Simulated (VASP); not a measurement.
Wanted: the native input for a VASP 6.6.1 run.

```
Task                   : single point
Functional             : LDA
Potentials or basis    : VASP PAW LDA potentials, release 64 (Rb_sv, Br)
Cutoff                 : 520 eV
k mesh                 : 6 × 6 × 6
Occupations            : gaussian, width 0.05 eV
Spin                   : no spin polarisation
Dipole correction      : no
Further INCAR settings : ALGO = Normal; EDIFF = 1e-07; NBANDS = 15
```

The structure of RbBr lies in POSCAR:

```
RbBr
1.0
    0.0000000000      3.4275000000      3.4275000000
    3.4275000000      0.0000000000      3.4275000000
    3.4275000000      3.4275000000      0.0000000000
Rb Br
1 1
Direct
   -0.0437636761     -0.0437636761     -0.0800186925
    0.5000000000      0.5000000000      0.5000000000
```

This cell differs from its parent crystal: atom 1 (Rb) moved by (-0.600, -0.300) A along [1 1 0] and z.

One way to write it, as run:

INCAR

```
SYSTEM = RbBr
PREC = Accurate
ENCUT = 520
EDIFF = 1E-7
ISMEAR = 0
SIGMA = 0.05
LREAL = .False.
LASPH = .True.
NELM = 100
ALGO = Normal
ISIF = 2
LWAVE = .False.
LCHARG = .False.
NBANDS = 15
```

KPOINTS

```
Automatic mesh
0
Gamma
  6 6 6
  0 0 0
```

Potentials or basis: VASP PAW LDA potentials, release 64 (Rb_sv, Br).

The run is started by

```bash
$ cat potpaw_LDA.64/Rb_sv/POTCAR potpaw_LDA.64/Br/POTCAR > POTCAR
$ mpirun -np 1 vasp_std > vasp.out
```

Results of the run:

```yaml
Pressure: 0.9 GPa
Largest_force: 0.722 eV/Å
Band_gap_on_the_k_mesh: 4.06 eV
```

Caveat: the cell differs from its parent crystal (atom 1 (Rb) moved by (-0.600, -0.300) A along [1 1 0] and z).

It took 52 s on 1 thread of Intel(R) Xeon(R) Platinum 8259CL CPU @ 2.50GHz (Skylake/Cascade Lake), on a shared host, peak memory 0.22 GiB.
